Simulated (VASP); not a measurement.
# C in VASP: notebook

Runs on C. Level: PBE+D3(BJ). Tasks: single point.

Program: VASP 6.6.1. These are calculated values, not measurements. Logs are shortened: lines on timing, memory, paths and dates and some standing lists are left out, and cuts for length are marked.

## (1) The cell of the first run

The cell holds a slab with vacuum, 4 atoms: a = 2.466 Å, b = 2.466 Å, c = 17.500 Å, α = 90.00°, β = 90.00°, γ = 120.00°.

## (2) Single point, PBE+D3(BJ) (layers slid over each other)

INCAR

```
SYSTEM = C
ALGO = Normal ; DIPOL = 0.5 0.5 0.355
EDIFF = 1E-6 ; ENCUT = 520
GGA = PE ; IDIPOL = 3
ISIF = 2 ; ISMEAR = 0
IVDW = 12 ; LASPH = .TRUE.
LCHARG = .FALSE. ; LDIPOL = .TRUE.
LREAL = .FALSE. ; LWAVE = .FALSE.
NBANDS = 16 ; NELM = 100
PREC = Accurate ; SIGMA = 0.1
```

KPOINTS

```
k-points
0
G
  15 15 1
  0 0 0
```

POSCAR

```
C
1.0
    2.4656524412      0.0000000000      0.0000000000
   -1.2328262206      2.1353176510      0.0000000000
    0.0000000000      0.0000000000     17.5000663888
C
4
Direct
    0.6666666667      0.3333333333      0.2571437785
    0.3333333333      0.6666666667      0.2571418816
    0.8333333333      0.6666666667      0.4520020789
    0.5000000000      1.0000000000      0.4520001821
```

Potentials or basis: VASP PAW PBE potentials, release 64 (C).

Run with:

```bash
cat potpaw_PBE.64/C/POTCAR > POTCAR
mpirun -np 1 vasp_std > vasp.out
```

OUTCAR:

```text
SYSTEM = C
   EDIFF = 1E-6
   ENCUT = 520
   GGA = PE
   ISIF = 2
   ISMEAR = 0
   IVDW = 12
   LASPH = .TRUE.
   LREAL = .FALSE.
   NELM = 100
   PREC = Accurate
 IVDW          = 12

 ion  position               nearest neighbor table
   1  0.667  0.333  0.257-   2 1.42   2 1.42   2 1.42
   2  0.333  0.667  0.257-   1 1.42   1 1.42   1 1.42
   3  0.833  0.667  0.452-   4 1.42   4 1.42   4 1.42
   4  0.500  0.000  0.452-   3 1.42   3 1.42   3 1.42

  LATTYP: Found a hexagonal cell.
 ALAT       =     2.4656524412
 C/A-ratio  =     7.0975398221

  Lattice vectors:

 A1 = (   2.4656524412,   0.0000000000,   0.0000000000)
 A2 = (  -1.2328262206,   2.1353176510,   0.0000000000)
 A3 = (   0.0000000000,   0.0000000000,  17.5000663888)

Analysis of symmetry for initial positions (statically):
=====================================================================
 Subroutine PRICEL returns:
 Original cell was already a primitive cell.

 Routine SETGRP: Setting up the symmetry group for a
 hexagonal supercell.

 Subroutine GETGRP returns: Found  4 space group operations
 (whereof  2 operations were pure point group operations)
 out of a pool of 24 trial point group operations.

The static configuration has the point symmetry C_1h.
 The point group associated with its full space group is C_2h.

Analysis of symmetry for dynamics (positions and initial velocities):
=====================================================================
 Subroutine PRICEL returns:
 Original cell was already a primitive cell.

 Routine SETGRP: Setting up the symmetry group for a
 hexagonal supercell.

 Subroutine GETGRP returns: Found  4 space group operations
 (whereof  2 operations were pure point group operations)
 out of a pool of 24 trial point group operations.

The dynamic configuration has the point symmetry C_1h.
 The point group associated with its full space group is C_2h.

 Subroutine INISYM returns: Found  4 space group operations
 (whereof  2 operations are pure point group operations),
 and found     1 'primitive' translations

----------------------------------------------------------------------------------------

                                     Primitive cell

  volume of cell :      92.1370

  direct lattice vectors                    reciprocal lattice vectors
     2.465652441  0.000000000  0.000000000     0.405572166  0.234157199  0.000000000
    -1.232826221  2.135317651  0.000000000     0.000000000  0.468314398  0.000000000
     0.000000000  0.000000000 17.500066389     0.000000000  0.000000000  0.057142640

  length of vectors
     2.465652441  2.465652441 17.500066389     0.468314398  0.468314398  0.057142640

  position of ions in fractional coordinates (direct lattice)
     0.666666667  0.333333333  0.257143779
     0.333333333  0.666666667  0.257141882
     0.833333333  0.666666667  0.452002079
     0.500000000  0.000000000  0.452000182

  ion indices of the primitive-cell ions
   primitive index   ion index
                 1           1
                 2           2
                 3           3
                 4           4

----------------------------------------------------------------------------------------

 KPOINTS: k-points

Automatic generation of k-mesh.
 Grid dimensions read from file:
 generate k-points for:   15   15    1

 Generating k-lattice:

  Cartesian coordinates                     Fractional coordinates (reciprocal lattice)
     0.027038144  0.015610480  0.000000000     0.066666667  0.000000000  0.000000000
     0.000000000  0.031220960  0.000000000     0.000000000  0.066666667  0.000000000
     0.000000000  0.000000000  0.057142640     0.000000000  0.000000000  1.000000000

  Length of vectors
     0.031220960  0.031220960  0.057142640

  Shift w.r.t. Gamma in fractional coordinates (k-lattice)
     0.000000000  0.000000000  0.000000000

 Subroutine IBZKPT returns following result:
 ===========================================

 Found     64 irreducible k-points:

 Following reciprocal coordinates:
            Coordinates               Weight
  0.000000  0.000000  0.000000      1.000000
  0.066667  0.000000  0.000000      4.000000
  0.000000  0.066667  0.000000      2.000000
  0.133333  0.000000  0.000000      4.000000
  0.000000  0.133333  0.000000      2.000000
  0.200000  0.000000  0.000000      4.000000
[... 16 lines left out ...]
 -0.266667  0.200000  0.000000      4.000000
  0.266667  0.066667  0.000000      4.000000
 [... further k-points ...]
   k-points           NKPTS =     64   k-points in BZ     NKDIM =     64   number of bands    NBANDS=     16
   number of dos      NEDOS =    301   number of ions     NIONS =      4
   total plane-waves  NPLWV =  45360
   dimension x,y,z NGX =    18 NGY =   18 NGZ =  140
   dimension x,y,z NGXF=    36 NGYF=   36 NGZF=  280
   ions per type =               4
   NGX,Y,Z   is equivalent  to a cutoff of  12.14, 12.14, 13.30 a.u.
   NGXF,Y,Z  is equivalent  to a cutoff of  24.27, 24.27, 26.60 a.u.
 SYSTEM =  C
   PREC   = accura    normal or accurate (medium, high low for compatibility)
   ISTART =      0    job   : 0-new  1-cont  2-samecut
   ICHARG =      2    charge: 1-file 2-atom 10-const
   ISPIN  =      1    spin polarized calculation?
   LNONCOLLINEAR =      F non collinear calculations
   LSORBIT =      F    spin-orbit coupling
   LASPH  =      T    aspherical Exc in radial PAW
   ENCUT  =  520.0 eV  38.22 Ry    6.18 a.u.   4.58  4.58 32.54*2*pi/ulx,y,z
   NELM   =    100;   NELMIN=  2; NELMDL= -5     # of ELM steps
   EDIFF  = 0.1E-05   stopping-criterion for ELM
   LREAL  =      F    real-space projection
   EDIFFG = 0.1E-04   stopping-criterion for IOM
   NSW    =      0    number of steps for IOM
   IBRION =     -1    ionic relax: 0-MD 1-quasi-New 2-CG
   NFREE  =      0    steps in history (QN), initial steepest desc. (CG)
   ISIF   =      2    stress and relaxation
   ISYM   =      2    0-nonsym 1-usesym 2-fastsym
   POTIM  = 0.5000    time-step for ionic-motion
   TEBEG  =    0.0;   TEEND  =   0.0 temperature during run
   PSTRESS=    0.0 pullay stress
   NELECT =      16.0000    total number of electrons
   NUPDOWN=      -1.0000    fix difference up-down
   EMIN   =  10.00;   EMAX   =-10.00  energy-range for DOS
   EFERMI =   0.00;   METHOD = LEGACY
   ISMEAR =     0;   SIGMA  =   0.10  broadening in eV -4-tet -1-fermi 0-gaus
   EFERMI_NEDOS =   21; number of points for ismear=-14 and -15
   IALGO  =     38    algorithm
   IMIX   =      4    mixing-type and parameters
     AMIX     =   0.40;   BMIX     =  1.00
     AMIX_MAG =   1.60;   BMIX_MAG =  1.00
  volume/ion in A,a.u.               =      23.03       155.44
  Fermi-wavevector in a.u.,A,eV,Ry     =   0.913349  1.725980 11.350070  0.834207
  Thomas-Fermi vector in A             =   2.037850
   LORBIT       =      0    0 simple, 1 ext, 2 COOP (PROOUT), +10 PAW based schemes
   GGA     = PE    functional components
   LHFCALC =     F    Hartree Fock is set to
   AEXX    =    0.0000 exact exchange contribution
   IVDW    =    12    specifies the selected vdW correction
   LEPSILON=     F    determine dielectric tensor
   LRPA    =     F    only Hartree local field effects (RPA)
 non-spin polarized calculation
 Gauss-broadening in eV      SIGMA  =   0.10
  energy-cutoff  :      520.00
  volume of cell :       92.14
 maximum number of plane-waves:      2516
   NGX =  9   NGY =  9   NGZ = 65

 dipolmoment           0.000000      0.000000      0.000113 electrons x Angstroem

 number of electron      15.9999995 magnetization

 dipolmoment           0.000000      0.000000     -0.000001 electrons x Angstroem

 Free energy of the ion-electron system (eV)
  ---------------------------------------------------
  ext. energy  EPLUGINS =         0.00000000
  ---------------------------------------------------
  free energy    TOTEN  =       -36.87104494 eV

  energy without entropy =      -36.87102840  energy(sigma->0) =      -36.87103667

 E-fermi :  -0.8346     XC(G=0):  -4.4420

 val. band max:       -1.0374172647   @ k =   0.3333   0.3333   0.0000
 cond. band min:      -0.6319274436   @ k =   0.3333   0.3333   0.0000
 fundamental gap:      0.4054898211
 Fermi energy:        -0.8346356709

 k-point     1 :       0.0000    0.0000    0.0000
  band No.  band energies     occupation
      1     -20.4161      2.00000
      2     -20.2831      2.00000
      3      -8.8870      2.00000
      4      -7.9871      2.00000
      5      -3.8692      2.00000
      6      -3.8664      2.00000
[... 8 lines left out ...]
     15       7.4832      0.00000
     16       7.4908      0.00000

 k-point     2 :       0.0667    0.0000    0.0000
  band No.  band energies     occupation
      1     -20.3106      2.00000
      2     -20.1784      2.00000
      3      -8.7600      2.00000
      4      -7.8636      2.00000
      5      -4.2957      2.00000
      6      -4.2840      2.00000
[... 8 lines left out ...]
     15       7.5456      0.00000
     16       7.9381      0.00000

 k-point     3 :       0.0000    0.0667    0.0000
  band No.  band energies     occupation
      1     -20.3106      2.00000
      2     -20.1784      2.00000
      3      -8.7599      2.00000
      4      -7.8637      2.00000
      5      -4.2956      2.00000
      6      -4.2837      2.00000
[... 8 lines left out ...]
     15       7.5545      0.00000
     16       7.9270      0.00000

 k-point     4 :       0.1333    0.0000    0.0000
  band No.  band energies     occupation
      1     -19.9948      2.00000
      2     -19.8652      2.00000
      3      -8.3810      2.00000
      4      -7.4954      2.00000
      5      -5.4290      2.00000
      6      -5.4063      2.00000
[... 8 lines left out ...]
     15       7.5759      0.00000
     16       8.8907      0.00000

 k-point     5 :       0.0000    0.1333    0.0000
  band No.  band energies     occupation
      1     -19.9948      2.00000
      2     -19.8652      2.00000
      3      -8.3806      2.00000
      4      -7.4958      2.00000
      5      -5.4294      2.00000
      6      -5.4056      2.00000
[... 8 lines left out ...]
     15       7.5945      0.00000
     16       8.8963      0.00000

 k-point     6 :       0.2000    0.0000    0.0000
  band No.  band energies     occupation
      1     -19.4711      2.00000
      2     -19.3456      2.00000
      3      -7.7565      2.00000
      4      -6.9818      2.00000
      5      -6.9480      2.00000
      6      -6.8890      2.00000
[... 8 lines left out ...]
     15       7.4571      0.00000
     16       7.6439      0.00000
[... 267 lines left out ...]
 k-point    21 :       0.2000    0.0667    0.0000
  band No.  band energies     occupation
      1     -19.0545      2.00000
      2     -18.9324      2.00000
      3      -7.8633      2.00000
      4      -7.8222      2.00000
      5      -7.2631      2.00000
      6      -6.4139      2.00000
[... 8 lines left out ...]
     15       7.5207      0.00000
     16       7.7693      0.00000

 k-point    22 :      -0.0667    0.2667    0.0000
  band No.  band energies     occupation
      1     -19.0545      2.00000
      2     -18.9325      2.00000
      3      -7.8632      2.00000
      4      -7.8220      2.00000
      5      -7.2620      2.00000
      6      -6.4153      2.00000
[... 8 lines left out ...]
     15       7.5348      0.00000
     16       7.7574      0.00000

 k-point    23 :      -0.2667    0.2000    0.0000
  band No.  band energies     occupation
      1     -19.0546      2.00000
      2     -18.9324      2.00000
      3      -7.8615      2.00000
      4      -7.8241      2.00000
      5      -7.2636      2.00000
      6      -6.4133      2.00000
[... 8 lines left out ...]
     15       7.5294      0.00000
     16       7.7761      0.00000

 k-point    24 :       0.2667    0.0667    0.0000
  band No.  band energies     occupation
      1     -18.2290      2.00000
      2     -18.1132      2.00000
      3      -9.5858      2.00000
      4      -9.5328      2.00000
      5      -6.6783      2.00000
      6      -6.6624      2.00000
[... 8 lines left out ...]
     15       7.4927      0.00000
     16       8.5738      0.00000

 [... further k-points ...]

------------------------ aborting loop because EDIFF is reached ----------------------------------------

 vacuum level on the upper side and lower side of the slab       (xc-potential included)        -0.159        -0.161

 Edisp (eV)   -0.47416

 E8    (eV) :    -0.1415

  FORCE on cell =-STRESS in cart. coord.  units (eV):
  Direction    XX          YY          ZZ          XY          YZ          ZX
  --------------------------------------------------------------------------------------
  -------------------------------------------------------------------------------------
  Total       0.09142     0.11650     0.05292     0.00000     0.06994     0.00000
  in kB       1.58973     2.02583     0.92022     0.00000     1.21621     0.00000
  external pressure =        1.51 kB  Pullay stress =        0.00 kB

 VOLUME and BASIS-vectors are now :
 -----------------------------------------------------------------------------
  energy-cutoff  :      520.00
  volume of cell :       92.14
      direct lattice vectors                 reciprocal lattice vectors
     2.465652441  0.000000000  0.000000000     0.405572166  0.234157199  0.000000000
    -1.232826221  2.135317651  0.000000000     0.000000000  0.468314398  0.000000000
     0.000000000  0.000000000 17.500066389     0.000000000  0.000000000  0.057142640

 POSITION                                       TOTAL-FORCE (eV/Angst)
 -----------------------------------------------------------------------------------
      1.23283      0.71177      4.50003        -0.000000     -0.010756     -0.009698
     -0.00000      1.42355      4.50000         0.000000     -0.009754     -0.013255
      1.23283      1.42355      7.91007         0.000000      0.009754      0.013255
      1.23283      0.00000      7.91003         0.000000      0.010756      0.009698
 -----------------------------------------------------------------------------------
    total drift:                                0.000000      0.000000     -0.000058

  FREE ENERGIE OF THE ION-ELECTRON SYSTEM (eV)
  ---------------------------------------------------
  free  energy   TOTEN  =       -37.3452083822 eV

  energy  without entropy=      -37.3451918403  energy(sigma->0) =      -37.34520011

 vacuum level on the upper side and lower side of the slab         3.358         3.358
```

It took 68 s on 1 thread of AMD EPYC 9R45 (Zen 5), shared host; peak memory 0.21 GiB.

Results:

```
Free energy                : -37.3452 eV
Largest force              : 0.016 eV/Å
Dispersion energy per atom : -0.119 eV
```

Forces in eV/Å, atoms in the order of the input:
```
C    0.000 -0.011 -0.010
C    0.000 -0.010 -0.013
C    0.000  0.010  0.013
C    0.000  0.011  0.010
```

Caveat: the cell differs from its parent crystal (layers slid over each other).

## (3) Single point, PBE+D3(BJ) (layers slid over each other)

INCAR

```
PREC     = Accurate       # precision mode
ENCUT    = 520            # plane-wave cutoff, eV
EDIFF    = 1E-7           # SCF threshold, eV
ISMEAR   = 0              # smearing method
SIGMA    = 0.1            # smearing width, eV
LREAL    = False          # projectors in reciprocal space
LASPH    = True           # aspherical terms in the spheres
NELM     = 80             # most SCF steps
ALGO     = Normal         # electronic algorithm
ISIF     = 2              # what is computed and relaxed
LWAVE    = False          # write WAVECAR
LCHARG   = False          # write CHGCAR
LDIPOL   = True         
IDIPOL   = 3            
DIPOL    = 0.5 0.5 0.355
GGA      = PE             # functional
IVDW     = 12             # dispersion correction
NBANDS   = 16             # bands
```

KPOINTS

```
Automatic mesh
0
Gamma
  15 15 1
```

POSCAR, as its differences from that of step 2:

```diff
@@ -10,3 +10,3 @@
     0.3333333333      0.6666666667      0.2571418816
-    0.8333333333      0.6666666667      0.4520020789
-    0.5000000000      1.0000000000      0.4520001821
+    0.6666666667      0.6666666667      0.4520020789
+    0.3333333333      1.0000000000      0.4520001821
```

Potentials or basis: VASP PAW PBE potentials, release 64 (C).

Run with:

```bash
cat potpaw_PBE.64/C/POTCAR > POTCAR
mpirun -np 1 vasp_std > vasp.out
```

OUTCAR:

```text
PREC = Accurate
   ENCUT = 520
   EDIFF = 1E-7
   ISMEAR = 0
   LREAL = False
   LASPH = True
   NELM = 80
   ISIF = 2
   GGA = PE
   IVDW = 12
 IVDW          = 12

 ion  position               nearest neighbor table
   1  0.667  0.333  0.257-   2 1.42   2 1.42   2 1.42
   2  0.333  0.667  0.257-   1 1.42   1 1.42   1 1.42
   3  0.667  0.667  0.452-   4 1.42   4 1.42   4 1.42
   4  0.333  0.000  0.452-   3 1.42   3 1.42   3 1.42

  LATTYP: Found a hexagonal cell.
 ALAT       =     2.4656524412
 C/A-ratio  =     7.0975398221

  Lattice vectors:

[... 664 lines left out ...]
  -------------------------------------------------------------------------------------
  Total       0.09988     0.11844     0.02817    -0.01607     0.05017    -0.02896
  in kB       1.73685     2.05958     0.48979    -0.27949     0.87235    -0.50365
  external pressure =        1.43 kB  Pullay stress =        0.00 kB

 VOLUME and BASIS-vectors are now :
 -----------------------------------------------------------------------------
  energy-cutoff  :      520.00
  volume of cell :       92.14
      direct lattice vectors                 reciprocal lattice vectors
     2.465652441  0.000000000  0.000000000     0.405572166  0.234157199  0.000000000
    -1.232826221  2.135317651  0.000000000     0.000000000  0.468314398  0.000000000
     0.000000000  0.000000000 17.500066389     0.000000000  0.000000000  0.057142640

 POSITION                                       TOTAL-FORCE (eV/Angst)
 -----------------------------------------------------------------------------------
      1.23283      0.71177      4.50003         0.003031     -0.008031     -0.007831
     -0.00000      1.42355      4.50000         0.005439     -0.006641     -0.007831
      0.82188      1.42355      7.91007        -0.005439      0.006641      0.007831
      0.82188      0.00000      7.91003        -0.003031      0.008031      0.007831
 -----------------------------------------------------------------------------------
    total drift:                               -0.000003      0.000005     -0.029664

  FREE ENERGIE OF THE ION-ELECTRON SYSTEM (eV)
  ---------------------------------------------------
  free  energy   TOTEN  =       -37.3471526912 eV

  energy  without entropy=      -37.3471069602  energy(sigma->0) =      -37.34712983

 vacuum level on the upper side and lower side of the slab         3.389         3.394
```

Wall time 75 s (1 thread of AMD EPYC 9R45 (Zen 5), shared host); peak memory 0.2 GiB.

What came out:

```yaml
Free_energy: -37.3472 eV
Largest_force: 0.012 eV/Å
Dispersion_energy_per_atom: -0.119 eV
```

Forces in eV/Å, atoms in the order of the input:
```
C    0.003 -0.008 -0.008
C    0.005 -0.007 -0.008
C   -0.005  0.007  0.008
C   -0.003  0.008  0.008
```

Caveat: the cell differs from its parent crystal (layers slid over each other).

## (4) Single point, PBE+D3(BJ) (layers slid over each other)

INCAR

```
SYSTEM = C
PREC = Accurate ; ENCUT = 520
EDIFF = 1E-6 ; ISMEAR = 0
SIGMA = 0.1 ; LREAL = .False.
LASPH = .True. ; NELM = 100
ALGO = Normal ; ISIF = 2
LWAVE = .False. ; LCHARG = .True.
LDIPOL = .True. ; IDIPOL = 3
DIPOL = 0.5 0.5 0.355 ; GGA = PE
IVDW = 12 ; LELF = .True.
LVHAR = .True. ; LVACPOTAV = .True.
NBANDS = 16
```

KPOINTS

```
Automatic mesh
0
Gamma
  15 15 1
  0 0 0
```

POSCAR, as its differences from that of step 3:

```diff
@@ -10,3 +10,3 @@
     0.3333333333      0.6666666667      0.2571418816
-    0.6666666667      0.6666666667      0.4520020789
-    0.3333333333      1.0000000000      0.4520001821
+    0.6666666667      0.5000000000      0.4520020789
+    0.3333333333      0.8333333333      0.4520001821
```

Run with:

```bash
cat potpaw_PBE.64/C/POTCAR > POTCAR
mpirun -np 1 vasp_std > vasp.out
```

Run time: 69 s. Hardware: 1 thread of AMD EPYC 9R45 (Zen 5), shared host; peak memory 0.21 GiB.

It converged, with:

```
Free energy                : -37.3389 eV
Largest force              : 0.025 eV/Å
Dispersion energy per atom : -0.119 eV
```

Forces in eV/Å, atoms in the order of the input:
```
C    0.004 -0.009 -0.023
C    0.005 -0.008 -0.023
C   -0.005  0.008  0.023
C   -0.004  0.009  0.023
```

Caveat: the cell differs from its parent crystal (layers slid over each other).

## (5) Overview

```tsv
cell	largest force (eV/Å)
as given, atomic positions A	0.02
as given, atomic positions B	0.01
as given, atomic positions C	0.03
```

Alike in all rows: task single point; level PBE+D3(BJ); potentials or basis VASP PAW PBE potentials, release 64 (C); no spin polarisation; k mesh 15 × 15 × 1; cutoff (eV) 520; smearing gaussian 0.1 eV.

Total energies depend on the potentials used, so only differences within one code and one set of settings carry meaning.
